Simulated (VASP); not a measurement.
# GaBi2Sb3S (P4mm) in VASP: further runs

The runs below take GaBi2Sb3S through relaxation of shape and atoms at fixed volume, single point, with PBE.

All numbers are computed with VASP 6.6.1; they aren't measurements. Logs are shortened: lines on timing, memory, paths and dates and some standing lists are left out, and cuts for length are marked.

### 1 The cell of the first run

It takes space group P4mm (No. 99, tetragonal). Conventional cell: a = 4.340 Å, b = 4.340 Å, c = 11.139 Å, α = 90.00°, β = 90.00°, γ = 90.00°. Ga (site symmetry 4mm) has 1 Bi at 2.95 Å and 4 Sb at 2.95 Å within 3.9 Å. Sb (site symmetry 2mm) has 2 Ga at 2.95 Å and 6 Sb at 3.07 to 3.77 Å within 3.9 Å. Sb (site symmetry 4mm) has 5 Bi at 3.10 to 3.11 Å and 4 Sb at 3.77 Å within 4.1 Å. Within 3.9 Å of Bi (site symmetry 4mm) lie 1 Ga at 2.95 Å and 4 S at 3.07 Å and 1 Sb at 3.11 Å. Bi (site symmetry 4mm) has 1 S at 2.65 Å and 4 Sb at 3.10 Å within 3.5 Å. Within 3.5 Å of S (site symmetry 4mm) lie 5 Bi at 2.65 to 3.07 Å.

### 2 Relaxation of shape and atoms at fixed volume, PBE (29.97 Å³/atom)

Input file INCAR:

```
ALGO = Normal
EDIFF = 1E-7
EDIFFG = -0.01
ENCUT = 500
GGA = PE
GGA_COMPAT = F
IBRION = 2
ISIF = 4
ISMEAR = 0
LASPH = T
LCHARG = F
LREAL = F
LWAVE = F
NELM = 120
NELMIN = 4
NSW = 50
PREC = Accurate
SIGMA = 0.1
```

Input file KPOINTS:

```
k-points
0
Gamma
  8 8 4
```

Input file POSCAR:

```
GaBi2Sb3S
1.0
    4.3396176165      0.0000000000      0.0000000000
    0.0000000000      4.3396176165      0.0000000000
    0.0000000000      0.0000000000     11.1388900225
Ga Sb Bi S
1 3 2 1
Direct
    0.0000000000      0.0000000000      0.2882146588
    0.5000000000      0.0000000000      0.1085398098
    0.0000000000      0.5000000000      0.1085398098
    0.0000000000      0.0000000000      0.8321416381
    0.0000000000      0.0000000000      0.5531454949
    0.5000000000      0.5000000000      0.7919002386
    0.5000000000      0.5000000000      0.5541129302
```

Potentials or basis: VASP PAW PBE potentials, release 64 (Ga_d, Sb, Bi_d, S).

Started as:

```console
$ cat potpaw_PBE.64/Ga_d/POTCAR potpaw_PBE.64/Sb/POTCAR potpaw_PBE.64/Bi_d/POTCAR potpaw_PBE.64/S/POTCAR > POTCAR
$ mpirun -np 1 vasp_std > vasp.out
```

OUTCAR:

```text
EDIFF = 1E-7
   EDIFFG = -0.01
   ENCUT = 500
   GGA = PE
   IBRION = 2
   ISIF = 4
   ISMEAR = 0
   LASPH = T
   LREAL = F
   NELM = 120
   NELMIN = 4
   NSW = 50
   PREC = Accurate

 ion  position               nearest neighbor table
   1  0.000  0.000  0.288-   5 2.95   3 2.95   2 2.95   3 2.95   2 2.95
   2  0.500  0.000  0.109-   1 2.95   1 2.95   3 3.07   3 3.07   3 3.07   3 3.07   4 3.77   4 3.77

   3  0.000  0.500  0.109-   1 2.95   1 2.95   2 3.07   2 3.07   2 3.07   2 3.07   4 3.77   4 3.77

   4  0.000  0.000  0.832-   6 3.10   6 3.10   6 3.10   6 3.10   5 3.11   2 3.77   2 3.77   3 3.77
                             3 3.77
   5  0.000  0.000  0.553-   1 2.95   7 3.07   7 3.07   7 3.07   7 3.07   4 3.11
   6  0.500  0.500  0.792-   7 2.65   4 3.10   4 3.10   4 3.10   4 3.10
   7  0.500  0.500  0.554-   6 2.65   5 3.07   5 3.07   5 3.07   5 3.07

  LATTYP: Found a simple tetragonal cell.
 ALAT       =     4.3396176165
 C/A-ratio  =     2.5667906730

  Lattice vectors:

 A1 = (   4.3396176165,   0.0000000000,   0.0000000000)
 A2 = (   0.0000000000,   4.3396176165,   0.0000000000)
 A3 = (   0.0000000000,   0.0000000000,  11.1388900225)

Analysis of symmetry for initial positions (statically):
=====================================================================
 Subroutine PRICEL returns:
 Original cell was already a primitive cell.

 Routine SETGRP: Setting up the symmetry group for a
 simple tetragonal supercell.

 Subroutine GETGRP returns: Found  8 space group operations
 (whereof  8 operations were pure point group operations)
 out of a pool of 16 trial point group operations.

The static configuration has the point symmetry C_4v.

Analysis of symmetry for dynamics (positions and initial velocities):
=====================================================================
 Subroutine PRICEL returns:
 Original cell was already a primitive cell.

 Routine SETGRP: Setting up the symmetry group for a
 simple tetragonal supercell.

 Subroutine GETGRP returns: Found  8 space group operations
 (whereof  8 operations were pure point group operations)
 out of a pool of 16 trial point group operations.

The dynamic configuration has the point symmetry C_4v.

 Subroutine INISYM returns: Found  8 space group operations
 (whereof  8 operations are pure point group operations),
 and found     1 'primitive' translations

----------------------------------------------------------------------------------------

                                     Primitive cell

  volume of cell :     209.7707

  direct lattice vectors                    reciprocal lattice vectors
     4.339617616  0.000000000  0.000000000     0.230435049  0.000000000  0.000000000
     0.000000000  4.339617616  0.000000000     0.000000000  0.230435049  0.000000000
     0.000000000  0.000000000 11.138890023     0.000000000  0.000000000  0.089775552

  length of vectors
     4.339617616  4.339617616 11.138890023     0.230435049  0.230435049  0.089775552

  position of ions in fractional coordinates (direct lattice)
     0.000000000  0.000000000  0.288214659
     0.500000000  0.000000000  0.108539810
     0.000000000  0.500000000  0.108539810
     0.000000000  0.000000000  0.832141638
     0.000000000  0.000000000  0.553145495
     0.500000000  0.500000000  0.791900239
     0.500000000  0.500000000  0.554112930

  ion indices of the primitive-cell ions
   primitive index   ion index
                 1           1
                 2           2
                 3           3
                 4           4
                 5           5
                 6           6
                 7           7

----------------------------------------------------------------------------------------

 KPOINTS: k-points

Automatic generation of k-mesh.
 Grid dimensions read from file:
 generate k-points for:    8    8    4

 Generating k-lattice:

  Cartesian coordinates                     Fractional coordinates (reciprocal lattice)
     0.028804381  0.000000000  0.000000000     0.125000000  0.000000000  0.000000000
     0.000000000  0.028804381  0.000000000     0.000000000  0.125000000  0.000000000
     0.000000000  0.000000000  0.022443888     0.000000000  0.000000000  0.250000000

  Length of vectors
     0.028804381  0.028804381  0.022443888

  Shift w.r.t. Gamma in fractional coordinates (k-lattice)
     0.000000000  0.000000000  0.000000000

 Subroutine IBZKPT returns following result:
 ===========================================

 Found     45 irreducible k-points:

 Following reciprocal coordinates:
            Coordinates               Weight
  0.000000  0.000000  0.000000      1.000000
  0.125000  0.000000  0.000000      4.000000
  0.250000  0.000000  0.000000      4.000000
  0.375000  0.000000  0.000000      4.000000
  0.500000  0.000000  0.000000      2.000000
  0.125000  0.125000  0.000000      4.000000
[... 16 lines left out ...]
  0.375000  0.125000  0.250000     16.000000
  0.500000  0.125000  0.250000      8.000000
 [... further k-points ...]
   k-points           NKPTS =     45   k-points in BZ     NKDIM =     45   number of bands    NBANDS=     38
   number of dos      NEDOS =    301   number of ions     NIONS =      7
   total plane-waves  NPLWV =  86016
   dimension x,y,z NGX =    32 NGY =   32 NGZ =   84
   dimension x,y,z NGXF=    64 NGYF=   64 NGZF=  168
   ions per type =               1   3   2   1
   NGX,Y,Z   is equivalent  to a cutoff of  12.26, 12.26, 12.54 a.u.
   NGXF,Y,Z  is equivalent  to a cutoff of  24.52, 24.52, 25.07 a.u.
 SYSTEM =  unknown system
   PREC   = accura    normal or accurate (medium, high low for compatibility)
   ISTART =      0    job   : 0-new  1-cont  2-samecut
   ICHARG =      2    charge: 1-file 2-atom 10-const
   ISPIN  =      1    spin polarized calculation?
   LNONCOLLINEAR =      F non collinear calculations
   LSORBIT =      F    spin-orbit coupling
   LASPH  =      T    aspherical Exc in radial PAW
   ENCUT  =  500.0 eV  36.75 Ry    6.06 a.u.   7.91  7.91 20.31*2*pi/ulx,y,z
   NELM   =    120;   NELMIN=  4; NELMDL= -5     # of ELM steps
   EDIFF  = 0.1E-06   stopping-criterion for ELM
   LREAL  =      F    real-space projection
   EDIFFG = -.1E-01   stopping-criterion for IOM
   NSW    =     50    number of steps for IOM
   IBRION =      2    ionic relax: 0-MD 1-quasi-New 2-CG
   NFREE  =      1    steps in history (QN), initial steepest desc. (CG)
   ISIF   =      4    stress and relaxation
   ISYM   =      2    0-nonsym 1-usesym 2-fastsym
   POTIM  = 0.5000    time-step for ionic-motion
   TEBEG  =    0.0;   TEEND  =   0.0 temperature during run
   PSTRESS=    0.0 pullay stress
   NELECT =      64.0000    total number of electrons
   NUPDOWN=      -1.0000    fix difference up-down
   EMIN   =  10.00;   EMAX   =-10.00  energy-range for DOS
   EFERMI =   0.00;   METHOD = LEGACY
   ISMEAR =     0;   SIGMA  =   0.10  broadening in eV -4-tet -1-fermi 0-gaus
   EFERMI_NEDOS =   21; number of points for ismear=-14 and -15
   IALGO  =     38    algorithm
   IMIX   =      4    mixing-type and parameters
     AMIX     =   0.40;   BMIX     =  1.00
     AMIX_MAG =   1.60;   BMIX_MAG =  1.00
  volume/ion in A,a.u.               =      29.97       202.23
  Fermi-wavevector in a.u.,A,eV,Ry     =   1.102097  2.082662 16.525883  1.214618
  Thomas-Fermi vector in A             =   2.238535
   LORBIT       =      0    0 simple, 1 ext, 2 COOP (PROOUT), +10 PAW based schemes
   GGA     = PE    functional components
   LHFCALC =     F    Hartree Fock is set to
   AEXX    =    0.0000 exact exchange contribution
   IVDW    =     0    specifies the selected vdW correction
   LEPSILON=     F    determine dielectric tensor
   LRPA    =     F    only Hartree local field effects (RPA)
 conjugate gradient relaxation of ions
 non-spin polarized calculation
 Gauss-broadening in eV      SIGMA  =   0.10
  energy-cutoff  :      500.00
  volume of cell :      209.77
 maximum number of plane-waves:      5354
 NGX is ok and might be reduce to    32
   NGX = 15   NGY = 15   NGZ = 41

--------------------------------------- Ionic step        1  -------------------------------------------

 number of electron      64.0000019 magnetization

 Free energy of the ion-electron system (eV)
  ---------------------------------------------------
  ext. energy  EPLUGINS =         0.00000000
  ---------------------------------------------------
  free energy    TOTEN  =       -26.42875257 eV

  energy without entropy =      -26.41349433  energy(sigma->0) =      -26.42112345

------------------------ aborting loop because EDIFF is reached ----------------------------------------

  FORCE on cell =-STRESS in cart. coord.  units (eV):
  Direction    XX          YY          ZZ          XY          YZ          ZX
  --------------------------------------------------------------------------------------
  -------------------------------------------------------------------------------------
  Total        2.1394939      2.1394939      1.7702023      0.0000000      0.0000000      0.0000000
  in kB       16.3409312     16.3409312     13.5203716      0.0000000      0.0000000      0.0000000
  external PRESSURE =      15.4007447 kB  Pullay stress =       0.0000000 kB
[... 104 lines left out ...]
  FREE ENERGIE OF THE ION-ELECTRON SYSTEM (eV)
  ---------------------------------------------------
  free  energy   TOTEN  =       -26.4355502860 eV

  energy  without entropy=      -26.4201784956  energy(sigma->0) =      -26.42786439

[... ionic steps 4 to 8 ...]

--------------------------------------- Ionic step        9  -------------------------------------------

 number of electron      64.0000011 magnetization

------------------------ aborting loop because EDIFF is reached ----------------------------------------

  FORCE on cell =-STRESS in cart. coord.  units (eV):
  Direction    XX          YY          ZZ          XY          YZ          ZX
  --------------------------------------------------------------------------------------
  -------------------------------------------------------------------------------------
  Total        1.4302637      1.4302637      1.4272849      0.0000000      0.0000000      0.0000000
  in kB       10.9240045     10.9240045     10.9012525      0.0000000      0.0000000      0.0000000
  external PRESSURE =      10.9164205 kB  Pullay stress =       0.0000000 kB
[... 67 lines left out ...]
  energy  without entropy=      -26.4218297772  energy(sigma->0) =      -26.42983515

--------------------------------------- Ionic step       11  -------------------------------------------

 number of electron      64.0000012 magnetization

 Free energy of the ion-electron system (eV)
  ---------------------------------------------------
  ext. energy  EPLUGINS =         0.00000000
  ---------------------------------------------------
  free energy    TOTEN  =       -26.43784593 eV

  energy without entropy =      -26.42180114  energy(sigma->0) =      -26.42982353

 E-fermi :   6.0316     XC(G=0):  -9.4132

 val. band max:        6.0145071979   @ k =   0.2500   0.1250   0.5000
 cond. band min:       6.0337907705   @ k =   0.3750   0.0000   0.0000
 fundamental gap:      0.0192835726
 Fermi energy:         6.0316161465

 k-point     1 :       0.0000    0.0000    0.0000
  band No.  band energies     occupation
      1     -17.2345      2.00000
      2     -17.2224      2.00000
      3     -17.2046      2.00000
      4     -17.1818      2.00000
      5     -17.1818      2.00000
      6     -17.1425      2.00000
[... 973 lines left out ...]
     37       7.6980      0.00000
     38       8.1203      0.00000

 [... further k-points ...]
[... 5 lines left out ...]
  --------------------------------------------------------------------------------------
  -------------------------------------------------------------------------------------
  Total        1.4303922      1.4303922      1.4287198      0.0000000      0.0000000      0.0000000
  in kB       10.9249854     10.9249854     10.9122126      0.0000000      0.0000000      0.0000000
  external PRESSURE =      10.9207278 kB  Pullay stress =       0.0000000 kB
[... 22 lines left out ...]
  FREE ENERGIE OF THE ION-ELECTRON SYSTEM (eV)
  ---------------------------------------------------
  free  energy   TOTEN  =       -26.4378459285 eV

  energy  without entropy=      -26.4218011376  energy(sigma->0) =      -26.42982353

 reached required accuracy - stopping structural energy minimisation
```

Run time: 60 min. Hardware: 1 thread of Intel Xeon 8259CL, shared host; peak memory 0.54 GiB.

What came out:

* Free energy: -26.4378 eV
* Energy gained by relaxing: 1.3 meV/atom
* Ionic steps: 11
* Pressure after relaxing: 1.1 GPa
* Largest force after relaxing: 0.008 eV/Å
* Band gap on the k mesh: zero (bands 32 and 33 overlap by 1.24 eV)

Forces on the atoms (eV/Å):
```
Ga   0.000  0.000  0.004
Sb   0.000  0.000  0.000
Sb   0.000  0.000  0.000
Sb   0.000  0.000  0.000
Bi   0.000  0.000  0.008
Bi   0.000  0.000 -0.005
S    0.000  0.000 -0.006
```

The path:
| step | energy change (eV) | largest force (eV/Å) | pressure (GPa) | volume (Å³) |
| --- | --- | --- | --- | --- |
| 1 | 0.0000 | 0.1830 | 1.54 | 209.77 |
| 2 | -0.0039 | 0.1218 | 1.42 | 209.77 |
| 3 | -0.0068 | 0.1154 | 1.10 | 209.77 |
| 4 | -0.0073 | 0.0745 | 1.18 | 209.77 |
| 5 | -0.0081 | 0.0593 | 1.15 | 209.77 |
| 6 | -0.0087 | 0.0445 | 1.11 | 209.77 |
| 7 | -0.0090 | 0.0237 | 1.10 | 209.77 |
| 8 | -0.0090 | 0.0198 | 1.09 | 209.77 |
| 9 | -0.0091 | 0.0106 | 1.09 | 209.77 |
| 10 | -0.0091 | 0.0124 | 1.09 | 209.77 |
| 11 | -0.0091 | 0.0080 | 1.09 | 209.77 |

Final structure:
```
Ga Sb Bi S
1.0
     4.35803    0.00000    0.00000
     0.00000    4.35803    0.00000
     0.00000    0.00000   11.04498
Ga Sb Bi S
1 3 2 1
Direct
  0.00000 0.00000 0.28818
  0.50000 0.00000 0.10777
  0.00000 0.50000 0.10777
  0.00000 0.00000 0.83637
  0.00000 0.00000 0.55228
  0.50000 0.50000 0.79323
  0.50000 0.50000 0.55099
```

Caveat: spin-orbit coupling is left out, which moves the levels of the heavy elements; this functional lacks dispersion, which binds the layers, so the pressure and a relaxed spacing across them are unreliable.

### 3 Single point, PBE

This run uses another cell than the first one, of 30.89 Å³/atom.

Input file INCAR:

```
PREC = Accurate
ENCUT = 520
EDIFF = 1E-6
ISMEAR = 0
SIGMA = 0.1
LREAL = F
LASPH = T
NELM = 60
ALGO = Normal
ISIF = 2
LWAVE = F
LCHARG = F
GGA = PE
NBANDS = 41
```

Input file KPOINTS:

```
Automatic mesh
0
Gamma
  8 8 4
```

Changes to POSCAR since step 2:

```diff
@@ -2,5 +2,5 @@
 1.0
-    4.3396176165      0.0000000000      0.0000000000
-    0.0000000000      4.3396176165      0.0000000000
-    0.0000000000      0.0000000000     11.1388900225
+    4.3839024876      0.0000000000      0.0000000000
+    0.0000000000      4.3839024876      0.0000000000
+    0.0000000000      0.0000000000     11.2525600164
 Ga Sb Bi S
```

Potentials or basis: VASP PAW PBE potentials, release 64 (Ga_d, Sb, Bi_d, S).

Started as:

```console
$ cat potpaw_PBE.64/Ga_d/POTCAR potpaw_PBE.64/Sb/POTCAR potpaw_PBE.64/Bi_d/POTCAR potpaw_PBE.64/S/POTCAR > POTCAR
$ mpirun -np 1 vasp_std > vasp.out
```

It took 12 min on 1 thread of Intel Xeon 8259CL, shared host; peak memory 0.59 GiB.

It converged, with:

| Quantity | Value |
| --- | --- |
| Free energy | -26.4599 eV |
| Pressure | 0.0 GPa |
| Largest force | 0.009 eV/Å |
| Band gap on the k mesh | zero (bands 32 and 33 overlap by 1.33 eV) |

Forces on the atoms (eV/Å):
```
Ga   0.000  0.000  0.007
Sb   0.000  0.000 -0.009
Sb   0.000  0.000 -0.009
Sb   0.000  0.000  0.006
Bi   0.000  0.000  0.003
Bi   0.000  0.000 -0.003
S    0.000  0.000  0.004
```

Levels at points of the mesh, in eV from the Fermi level:
```
           k point  band 30  band 31  band 32  band 33  band 34  band 35
(0.00, 0.00, 0.00)    -2.07     0.20     0.79     1.02     1.87     2.17
(0.50, 0.00, 0.00)    -0.83    -0.61    -0.49     0.06     0.06     0.18
(0.50, 0.50, 0.00)    -2.01    -1.49    -1.49     1.27     2.26     2.26
(0.00, 0.00, 0.50)    -2.12    -1.26     1.02     1.33     2.21     2.21
(0.50, 0.00, 0.50)    -1.04    -0.63    -0.62    -0.16     0.06     0.08
(0.50, 0.50, 0.50)    -1.62    -1.62    -0.59     0.76     1.50     2.51
```

Caveat: spin-orbit coupling is left out, which moves the levels of the heavy elements; this functional lacks dispersion, which binds the layers, so the pressure and a relaxed spacing across them are unreliable.
